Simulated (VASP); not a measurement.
# AlAu2 (I4/mmm) in VASP: notebook

Runs on AlAu2. Level: LDA. Tasks: single point.

Program: VASP 6.6.1. These are calculated values, not measurements. Logs are shortened: lines on timing, memory, paths and dates and some standing lists are left out, and cuts for length are marked.

## (1) The cell of the first run

It takes space group I4/mmm (No. 139, tetragonal). Conventional cell: a = 3.272 Å, b = 3.272 Å, c = 8.427 Å, α = 90.00°, β = 90.00°, γ = 90.00°. Al (site symmetry 4/mmm) has 10 Au at 2.67 to 2.89 Å and 4 Al at 3.27 Å within 3.5 Å. Au (site symmetry 4mm) has 9 Au at 2.65 to 3.27 Å and 5 Al at 2.67 to 2.89 Å within 3.5 Å.

## (2) Single point, LDA

INCAR

```
SYSTEM = AlAu2
PREC = Accurate ; ENCUT = 520
EDIFF = 1E-6 ; ISMEAR = 0
SIGMA = 0.15 ; LREAL = .FALSE.
LASPH = .TRUE. ; NELM = 80
ALGO = Fast ; ISIF = 2
LWAVE = .FALSE. ; LCHARG = .FALSE.
NBANDS = 20
```

KPOINTS

```
Automatic mesh
0
G
  16 16 16
  0 0 0
```

POSCAR

```
AlAu2
1.0
   -1.6358000000      1.6358000000      4.2133000000
    1.6358000000     -1.6358000000      4.2133000000
    1.6358000000      1.6358000000     -4.2133000000
Al Au
1 2
Direct
    0.0000000000      0.0000000000      0.0000000000
    0.6570428093      0.6570428093      0.0000000000
    0.3429571907      0.3429571907      0.0000000000
```

Potentials or basis: VASP PAW LDA potentials, release 64 (Al, Au).

On the command line:

```sh
$ cat potpaw_LDA.64/Al/POTCAR potpaw_LDA.64/Au/POTCAR > POTCAR
$ mpirun -np 1 vasp_std > vasp.out
```

OUTCAR:

```text
SYSTEM = AlAu2
   PREC = Accurate
   ENCUT = 520
   EDIFF = 1E-6
   ISMEAR = 0
   LREAL = .FALSE.
   LASPH = .TRUE.
   NELM = 80
   ISIF = 2

 ion  position               nearest neighbor table
   1  0.000  0.000  0.000-   2 2.67   2 2.67   2 2.67   3 2.67   2 2.67   3 2.67   3 2.67   3 2.67
                             2 2.89   3 2.89
   2  0.657  0.657  0.000-   3 2.65   1 2.67   1 2.67   1 2.67   1 2.67   3 2.79   3 2.79   3 2.79
                             3 2.79   1 2.89
   3  0.343  0.343  0.000-   2 2.65   1 2.67   1 2.67   1 2.67   1 2.67   2 2.79   2 2.79   2 2.79
                             2 2.79   1 2.89

  LATTYP: Found a body centered tetragonal cell.
 ALAT       =     3.2716000000
 C/A-ratio  =     2.5756816237

  Lattice vectors:

 A1 = (  -1.6358000000,   1.6358000000,   4.2133000000)
 A2 = (   1.6358000000,  -1.6358000000,   4.2133000000)
 A3 = (   1.6358000000,   1.6358000000,  -4.2133000000)

Analysis of symmetry for initial positions (statically):
=====================================================================
 Subroutine PRICEL returns:
 Original cell was already a primitive cell.

 Routine SETGRP: Setting up the symmetry group for a
 body centered tetragonal supercell.

 Subroutine GETGRP returns: Found 16 space group operations
 (whereof 16 operations were pure point group operations)
 out of a pool of 16 trial point group operations.

The static configuration has the point symmetry D_4h.

Analysis of symmetry for dynamics (positions and initial velocities):
=====================================================================
 Subroutine PRICEL returns:
 Original cell was already a primitive cell.

 Routine SETGRP: Setting up the symmetry group for a
 body centered tetragonal supercell.

 Subroutine GETGRP returns: Found 16 space group operations
 (whereof 16 operations were pure point group operations)
 out of a pool of 16 trial point group operations.

The dynamic configuration has the point symmetry D_4h.

 Subroutine INISYM returns: Found 16 space group operations
 (whereof 16 operations are pure point group operations),
 and found     1 'primitive' translations

----------------------------------------------------------------------------------------

                                     Primitive cell

  volume of cell :      45.0965

  direct lattice vectors                    reciprocal lattice vectors
    -1.635800000  1.635800000  4.213300000     0.000000000  0.305660839  0.118671825
     1.635800000 -1.635800000  4.213300000     0.305660839  0.000000000  0.118671825
     1.635800000  1.635800000 -4.213300000     0.305660839  0.305660839  0.000000000

  length of vectors
     4.806618372  4.806618372  4.806618372     0.327889540  0.327889540  0.432269704

  position of ions in fractional coordinates (direct lattice)
     0.000000000  0.000000000  0.000000000
     0.657042809  0.657042809  0.000000000
     0.342957191  0.342957191  0.000000000

  ion indices of the primitive-cell ions
   primitive index   ion index
                 1           1
                 2           2
                 3           3

----------------------------------------------------------------------------------------

 KPOINTS: Automatic mesh

Automatic generation of k-mesh.
 Grid dimensions read from file:
 generate k-points for:   16   16   16

 Generating k-lattice:

  Cartesian coordinates                     Fractional coordinates (reciprocal lattice)
     0.000000000  0.019103802  0.007416989     0.062500000  0.000000000  0.000000000
     0.019103802  0.000000000  0.007416989     0.000000000  0.062500000  0.000000000
     0.019103802  0.019103802  0.000000000     0.000000000  0.000000000  0.062500000

  Length of vectors
     0.020493096  0.020493096  0.027016856

  Shift w.r.t. Gamma in fractional coordinates (k-lattice)
     0.000000000  0.000000000  0.000000000

 Subroutine IBZKPT returns following result:
 ===========================================

 Found    349 irreducible k-points:

 Following reciprocal coordinates:
            Coordinates               Weight
  0.000000  0.000000  0.000000      1.000000
  0.062500  0.000000  0.000000      8.000000
  0.125000  0.000000  0.000000      8.000000
  0.187500  0.000000  0.000000      8.000000
  0.250000  0.000000  0.000000      8.000000
  0.312500  0.000000  0.000000      8.000000
[... 16 lines left out ...]
 -0.125000  0.062500  0.000000     16.000000
 -0.062500  0.062500  0.000000      4.000000
 [... further k-points ...]
   k-points           NKPTS =    349   k-points in BZ     NKDIM =    349   number of bands    NBANDS=     20
   number of dos      NEDOS =    301   number of ions     NIONS =      3
   total plane-waves  NPLWV =  46656
   dimension x,y,z NGX =    36 NGY =   36 NGZ =   36
   dimension x,y,z NGXF=    72 NGYF=   72 NGZF=   72
   ions per type =               1   2
   NGX,Y,Z   is equivalent  to a cutoff of  12.45, 12.45, 12.45 a.u.
   NGXF,Y,Z  is equivalent  to a cutoff of  24.90, 24.90, 24.90 a.u.
 SYSTEM =  AlAu2
   PREC   = accura    normal or accurate (medium, high low for compatibility)
   ISTART =      0    job   : 0-new  1-cont  2-samecut
   ICHARG =      2    charge: 1-file 2-atom 10-const
   ISPIN  =      1    spin polarized calculation?
   LNONCOLLINEAR =      F non collinear calculations
   LSORBIT =      F    spin-orbit coupling
   LASPH  =      T    aspherical Exc in radial PAW
   ENCUT  =  520.0 eV  38.22 Ry    6.18 a.u.   8.94  8.94  8.94*2*pi/ulx,y,z
   NELM   =     80;   NELMIN=  2; NELMDL= -5     # of ELM steps
   EDIFF  = 0.1E-05   stopping-criterion for ELM
   LREAL  =      F    real-space projection
[... 7 lines left out ...]
   TEBEG  =    0.0;   TEEND  =   0.0 temperature during run
   PSTRESS=    0.0 pullay stress
   NELECT =      25.0000    total number of electrons
   NUPDOWN=      -1.0000    fix difference up-down
   EMIN   =  10.00;   EMAX   =-10.00  energy-range for DOS
   EFERMI =   0.00;   METHOD = LEGACY
   ISMEAR =     0;   SIGMA  =   0.15  broadening in eV -4-tet -1-fermi 0-gaus
   EFERMI_NEDOS =   21; number of points for ismear=-14 and -15
   IALGO  =     68    algorithm
   IMIX   =      4    mixing-type and parameters
     AMIX     =   0.40;   BMIX     =  1.00
     AMIX_MAG =   1.60;   BMIX_MAG =  1.00
  volume/ion in A,a.u.               =      15.03       101.44
  Fermi-wavevector in a.u.,A,eV,Ry     =   1.344850  2.541398 24.607796  1.808622
  Thomas-Fermi vector in A             =   2.472811
   LORBIT       =      0    0 simple, 1 ext, 2 COOP (PROOUT), +10 PAW based schemes
   GGA     = CA    functional components
   LHFCALC =     F    Hartree Fock is set to
   AEXX    =    0.0000 exact exchange contribution
   IVDW    =     0    specifies the selected vdW correction
   LEPSILON=     F    determine dielectric tensor
   LRPA    =     F    only Hartree local field effects (RPA)
 non-spin polarized calculation
 RMM-DIIS sequential band-by-band and
 Gauss-broadening in eV      SIGMA  =   0.15
  energy-cutoff  :      520.00
  volume of cell :       45.10
 maximum number of plane-waves:      1242
   NGX = 17   NGY = 17   NGZ = 17

 number of electron      25.0000001 magnetization

 Free energy of the ion-electron system (eV)
  ---------------------------------------------------
  ext. energy  EPLUGINS =         0.00000000
  ---------------------------------------------------
  free energy    TOTEN  =       -14.10625202 eV

  energy without entropy =      -14.09874886  energy(sigma->0) =      -14.10250044

 E-fermi :  10.9216     XC(G=0): -12.7242

 val. band max:       10.9127366215   @ k =  -0.4375   0.5000   0.2500
 cond. band min:      10.9324522328   @ k =   0.3125   0.1250   0.1250
 fundamental gap:      0.0197156113
 Fermi energy:        10.9215567352

 k-point     1 :       0.0000    0.0000    0.0000
  band No.  band energies     occupation
      1      -0.8516      2.00000
      2       3.5908      2.00000
      3       3.9585      2.00000
      4       4.9835      2.00000
      5       5.3331      2.00000
      6       5.4387      2.00000
[... 12 lines left out ...]
     19      18.3368      0.00000
     20      20.2617      0.00000

 k-point     2 :       0.0625    0.0000    0.0000
  band No.  band energies     occupation
      1      -0.7767      2.00000
      2       3.6149      2.00000
      3       3.9776      2.00000
      4       4.9301      2.00000
      5       5.1695      2.00000
      6       5.2583      2.00000
[... 12 lines left out ...]
     19      19.2427      0.00000
     20      20.9309      0.00000

 k-point     3 :       0.1250    0.0000    0.0000
  band No.  band energies     occupation
      1      -0.5542      2.00000
      2       3.6561      2.00000
      3       4.0520      2.00000
      4       4.6521      2.00000
      5       4.9366      2.00000
      6       5.2039      2.00000
[... 12 lines left out ...]
     19      20.5928      0.00000
     20      22.0203      0.00000

 k-point     4 :       0.1875    0.0000    0.0000
  band No.  band energies     occupation
      1      -0.1924      2.00000
      2       3.6490      2.00000
      3       4.1396      2.00000
      4       4.3484      2.00000
      5       4.7312      2.00000
      6       5.2915      2.00000
[... 12 lines left out ...]
     19      21.9564      0.00000
     20      22.7502      0.00000

 k-point     5 :       0.2500    0.0000    0.0000
  band No.  band energies     occupation
      1       0.2935      2.00000
      2       3.5173      2.00000
      3       3.9752      2.00000
      4       4.4241      2.00000
      5       4.5719      2.00000
      6       5.2226      2.00000
[... 12 lines left out ...]
     19      22.7459      0.00000
     20      23.3156      0.00000

 k-point     6 :       0.3125    0.0000    0.0000
  band No.  band energies     occupation
      1       0.8759      2.00000
      2       3.2579      2.00000
      3       3.9031      2.00000
      4       4.4666      2.00000
      5       4.4978      2.00000
      6       5.0236      2.00000
[... 12 lines left out ...]
     19      22.4158      0.00000
     20      23.1682      0.00000

 k-point     7 :       0.3750    0.0000    0.0000
  band No.  band energies     occupation
      1       1.5056      2.00000
      2       3.0018      2.00000
      3       3.8995      2.00000
      4       4.4176      2.00000
      5       4.4485      2.00000
      6       4.8361      2.00000
[... 12 lines left out ...]
     19      21.6799      0.00000
     20      23.0952      0.00000
[... 277 lines left out ...]
 k-point    20 :      -0.3125    0.0625    0.0000
  band No.  band energies     occupation
      1       0.8519      2.00000
      2       3.3448      2.00000
      3       3.9168      2.00000
      4       4.4395      2.00000
      5       4.5988      2.00000
      6       5.0416      2.00000
[... 12 lines left out ...]
     19      21.6588      0.00000
     20      23.4492      0.00000

 k-point    21 :      -0.2500    0.0625    0.0000
  band No.  band energies     occupation
      1       0.2850      2.00000
      2       3.6461      2.00000
      3       3.9736      2.00000
      4       4.4924      2.00000
      5       4.5486      2.00000
      6       5.2181      2.00000
[... 12 lines left out ...]
     19      22.5105      0.00000
     20      23.3715      0.00000

 k-point    22 :      -0.1875    0.0625    0.0000
  band No.  band energies     occupation
      1      -0.1810      2.00000
      2       3.7751      2.00000
      3       4.1860      2.00000
      4       4.3263      2.00000
      5       4.7094      2.00000
      6       5.2109      2.00000
[... 12 lines left out ...]
     19      21.9831      0.00000
     20      23.2242      0.00000

 k-point    23 :      -0.1250    0.0625    0.0000
  band No.  band energies     occupation
      1      -0.5216      2.00000
      2       3.7506      2.00000
      3       4.0843      2.00000
      4       4.6035      2.00000
      5       4.9216      2.00000
      6       5.1461      2.00000
[... 12 lines left out ...]
     19      20.6024      0.00000
     20      22.5814      0.00000

 k-point    24 :      -0.0625    0.0625    0.0000
  band No.  band energies     occupation
      1      -0.7226      2.00000
      2       3.6705      2.00000
      3       4.0044      2.00000
      4       4.8616      2.00000
      5       5.1315      2.00000
      6       5.1513      2.00000
[... 12 lines left out ...]
     19      19.3883      0.00000
     20      21.5145      0.00000

 [... further k-points ...]

------------------------ aborting loop because EDIFF is reached ----------------------------------------

  FORCE on cell =-STRESS in cart. coord.  units (eV):
  Direction    XX          YY          ZZ          XY          YZ          ZX
  --------------------------------------------------------------------------------------
  -------------------------------------------------------------------------------------
  Total        2.3716405      2.3716405      3.5981310      0.0000000      0.0000000     -0.0000000
  in kB       84.2590678     84.2590678    127.8335284      0.0000000      0.0000000     -0.0000000
  external PRESSURE =      98.7838880 kB  Pullay stress =       0.0000000 kB

 VOLUME and BASIS-vectors are now :
 -----------------------------------------------------------------------------
  energy-cutoff  :      520.00
  volume of cell :       45.10
      direct lattice vectors                 reciprocal lattice vectors
    -1.635800000  1.635800000  4.213300000     0.000000000  0.305660839  0.118671825
     1.635800000 -1.635800000  4.213300000     0.305660839  0.000000000  0.118671825
     1.635800000  1.635800000 -4.213300000     0.305660839  0.305660839  0.000000000

 POSITION                                       TOTAL-FORCE (eV/Angst)
 -----------------------------------------------------------------------------------
      0.00000      0.00000      0.00000        -0.000000     -0.000000      0.000000
      0.00000      0.00000      5.53664         0.000000      0.000000      0.277896
      0.00000      0.00000      2.88996        -0.000000     -0.000000     -0.277896
 -----------------------------------------------------------------------------------
    total drift:                                0.000000      0.000000     -0.000000

  FREE ENERGIE OF THE ION-ELECTRON SYSTEM (eV)
  ---------------------------------------------------
  free  energy   TOTEN  =       -14.1062520212 eV

  energy  without entropy=      -14.0987488617  energy(sigma->0) =      -14.10250044
```

Run time: 11 min. Hardware: 1 thread of Intel Xeon 8259CL, shared host; peak memory 0.4 GiB.

What came out:

- Free energy: -14.1063 eV
- Pressure: 9.9 GPa
- Largest force: 0.278 eV/Å
- Band gap on the k mesh: zero (an odd number of electrons rules out a gap without spin polarisation)

Forces in eV/Å, atoms in the order of the input:
```
Al   0.000  0.000  0.000
Au   0.000  0.000  0.278
Au   0.000  0.000 -0.278
```

Caveat: the cell stands under pressure; spin-orbit coupling is left out, which moves the levels of the heavy elements.

## (3) Single point, LDA

This run uses another cell than the first one, of 15.08 Å³/atom.

INCAR

```
SYSTEM = AlAu2
  PREC = Accurate
  ENCUT = 520
  EDIFF = 1E-6
  ISMEAR = 0
  SIGMA = 0.15
  LREAL = .False.
  LASPH = .True.
  NELM = 60
  ALGO = Fast
  ISIF = 2
  LWAVE = .False.
  LCHARG = .False.
  GGA = CA
  NBANDS = 20
```

KPOINTS

```
Automatic mesh
0
Gamma
  16 16 16
  0 0 0
```

POSCAR

```
AlAu2
1.0
   -1.6853500000      1.6853500000      3.9824500000
    1.6853500000     -1.6853500000      3.9824500000
    1.6853500000      1.6853500000     -3.9824500000
Al Au
1 2
Direct
    0.0000000000      0.0000000000      0.0000000000
    0.6570428093      0.6570428093      0.0000000000
    0.3429571907      0.3429571907      0.0000000000
```

Potentials or basis: VASP PAW LDA potentials, release 64 (Al, Au).

On the command line:

```sh
$ cat potpaw_LDA.64/Al/POTCAR potpaw_LDA.64/Au/POTCAR > POTCAR
$ mpirun -np 1 vasp_std > vasp.out
```

Wall time 11 min (1 thread of Intel Xeon 8259CL, shared host); peak memory 0.41 GiB.

It converged, with:

| Quantity | Value |
| --- | --- |
| Free energy | -13.9298 eV |
| Pressure | 13.3 GPa |
| Largest force | 1.827 eV/Å |
| Band gap on the k mesh | zero (an odd number of electrons rules out a gap without spin polarisation) |

Forces in eV/Å, atoms in the order of the input:
```
Al   0.000  0.000  0.000
Au   0.000  0.000  1.827
Au   0.000  0.000 -1.827
```

Stress tensor (GPa, compression positive):
```
 6.71  0.00  0.00
 0.00  6.71  0.00
 0.00  0.00 26.46
```

Levels at points of the mesh, in eV from the Fermi level:
```
           k point  band 11  band 12  band 13  band 14  band 15  band 16
(0.00, 0.00, 0.00)    -3.52    -0.03     3.33     5.99     5.99     6.52
(0.50, 0.00, 0.00)    -3.23    -3.18    -1.94     2.81     7.38     7.56
(0.50, 0.50, 0.00)    -3.53    -1.82     1.01     1.17     2.08     2.33
(0.50, 0.50, 0.50)    -3.51    -2.61     1.96     1.96     6.73     7.51
```

Caveat: the stress differs along the axes, from 7 to 26 GPa; spin-orbit coupling is left out, which moves the levels of the heavy elements; forces of over 1 eV/Å act on the atoms, so gaps and moduli don't describe the material at rest.

(Part 1 of 2 ends here.)

The gap in the log of VASP goes by the Fermi energy; the results here count the filled bands.